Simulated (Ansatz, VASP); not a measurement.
Ge in VASP and in Ansatz

```
Ge
1.0
    -2.44577    2.44577    1.36248
     2.44577   -2.44577    1.36248
     2.44577    2.44577   -1.36248
Ge
2
Cartesian
  2.4458 0.0000 0.6812
  0.0000 0.0000 1.3625
```

Change from the starting cell: strain -0.050 along x and y, -0.025 along z, atoms carried along.

Alike in both runs: task single point; functional PBEsol; k mesh 20 × 20 × 20; occupations gaussian, width 0.15 eV; no spin polarisation.

|  | VASP | Ansatz |
| --- | --- | --- |
| version | VASP 6.6.1 | Ansatz 0.2.0 |
| potentials or method | VASP PAW PBE potentials, release 64 (Ge_d), cutoff 520 eV | scalar-relativistic, plane waves, PAW |
| valence electrons in the cell | 28 | 28 |

```csv
,VASP,Ansatz,Ansatz less VASP
gap on the k mesh at the Fermi level (eV),none,none,-
pressure (GPa),12.3,12.4,+0.10
"traceless stress, the component that is largest in VASP (GPa)",-1.34,-1.41,-0.065
```

VASP's potentials were made for PBE, not for PBEsol. A gap of «none» marks a metal or a gap that the smearing closes. The functional is the same, so the differences come from potentials, cutoffs and numerics.
